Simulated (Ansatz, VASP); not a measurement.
**Ru: VASP beside Ansatz**

The input INCAR:

```
PREC     = Accurate       # precision mode
ENCUT    = 520            # plane-wave cutoff, eV
EDIFF    = 1E-8           # SCF threshold, eV
ISMEAR   = -1             # smearing method
SIGMA    = 0.03           # smearing width, eV
LREAL    = F              # projectors in reciprocal space
LASPH    = T              # aspherical terms in the spheres
NELM     = 60             # most SCF steps
ALGO     = Normal         # electronic algorithm
ISIF     = 2              # what is computed and relaxed
LWAVE    = F              # write WAVECAR
LCHARG   = F              # write CHGCAR
GGA      = PE             # functional
LEFG     = T            
NBANDS   = 21             # bands
```

File KPOINTS:

```
Automatic mesh
0
Gamma
  14 14 8
```

Contents of POSCAR:

```
Ru
1.0
    2.7328573275      0.0000000000      0.0000000000
   -1.3664286638      2.3667238706      0.0000000000
    0.0000000000      0.0000000000      4.2819000000
Ru
2
Direct
    0.3333333333      0.6666666667      0.2500000000
    0.6666666667      0.3333333333      0.7500000000
```

Input for Ansatz:

```yaml
crystal:
  lattice:
    - [2.7328573275, 0.0, 0.0]
    - [-1.3664286638, 2.3667238706, 0.0]
    - [0.0, 0.0, 4.2819]
  atoms:
    - { symbol: Ru, position: [0.3333333333, 0.6666666667, 0.25] }
    - { symbol: Ru, position: [0.6666666667, 0.3333333333, 0.75] }
kpoints:
  mp_grid: { grid: [14, 14, 8] }
scf:
  occupations: { method: fermi_dirac, width: 0.03 }
hamiltonian:
  xc: pbe
  pseudopotentials: { kind: all_electron, datasets: crystal }
output:
  forces: true
  stress: true
  eigenvalues: true
  efg: { contact_densities: true }
```

Change from the starting cell: equal xx and yy strain of +1 %, crystal datasets.

Alike in both runs: task electric field gradients; functional PBE; k mesh 14 × 14 × 8; occupations fermi-dirac, width 0.03 eV; no spin polarisation.

|  | VASP | Ansatz |
| --- | --- | --- |
| version | VASP 6.6.1 | Ansatz 0.2.0 |
| potentials or method | VASP PAW PBE potentials, release 64 (Ru_pv), cutoff 520 eV | all-electron PAW with datasets made for the crystal, scalar-relativistic |

|  | VASP | Ansatz | Ansatz less VASP |
| --- | --- | --- | --- |
| pressure (GPa) | -1.7 | -1.7 | +0.04 |
| traceless stress, the component that is largest in VASP (GPa) | 1.68 | 1.65 | -0.030 |
| size of Vzz on the site where it differs most (V/Å²) | 16.2 | 13.2 | -3.02 |

Ansatz ran all-electron here, and VASP with PAW potentials.
